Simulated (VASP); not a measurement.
Wanted: the native input for a VASP 6.6.1 run.

- Task: single point
- Functional: LDA
- Potentials or basis: VASP PAW LDA potentials, release 64 (Hf_pv)
- Cutoff: 520 eV
- k mesh: 11 × 11 × 11
- Occupations: fermi-dirac, width 0.1 eV
- Spin: non-collinear spin, zero start, spin-orbit coupling
- Starting moments: [[0.0, 0.0, 0.0]] μB
- Dipole correction: no
- Further INCAR settings: ALGO = Normal; EDIFF = 1e-06; NBANDS = 21

The structure of Hf lies in POSCAR:

```
Hf
1.0
    2.8239663908      0.0000000000      0.0000000000
    0.0000000000      2.8239663908      0.0000000000
    0.0000000000      0.0000000000      2.8239663908
Hf
1
Direct
    0.0000000000      0.0000000000      0.0000000000
```

One way to write it, as run:

INCAR

```
PREC     = Accurate       # precision mode
ENCUT    = 520            # plane-wave cutoff, eV
EDIFF    = 1E-6           # SCF threshold, eV
ISMEAR   = -1             # smearing method
SIGMA    = 0.1            # smearing width, eV
LREAL    = False          # projectors in reciprocal space
LASPH    = True           # aspherical terms in the spheres
NELM     = 150            # most SCF steps
ALGO     = Normal         # electronic algorithm
ISIF     = 2              # what is computed and relaxed
LWAVE    = False          # write WAVECAR
LCHARG   = False          # write CHGCAR
LNONCOLLINEAR= True           # non-collinear magnetism
MAGMOM   = 0 0 0          # initial moments
LORBIT   = 11             # projections on sites
LSORBIT  = True           # spin-orbit coupling
GGA_COMPAT= False        
LORBMOM  = True         
LMAXMIX  = 4              # l up to which the mixer works
NBANDS   = 21             # bands
```

KPOINTS

```
regular mesh
0
Gamma
  11 11 11
```

Potentials or basis: VASP PAW LDA potentials, release 64 (Hf_pv).

Launch:

```console
$ cat potpaw_LDA.64/Hf_pv/POTCAR > POTCAR
$ mpirun -np 1 vasp_ncl > vasp.out
```

Results of the run:

| Item | Value |
| --- | --- |
| Pressure | -0.4 GPa |
| Net moment | 0.00 μB per cell |
| Valence electrons inside the program's atomic spheres | Hf 8.60 |

Wall time 45 s on 1 thread of Intel(R) Xeon(R) Platinum 8488C (Sapphire Rapids), with other jobs on the host, peak memory 0.19 GiB.
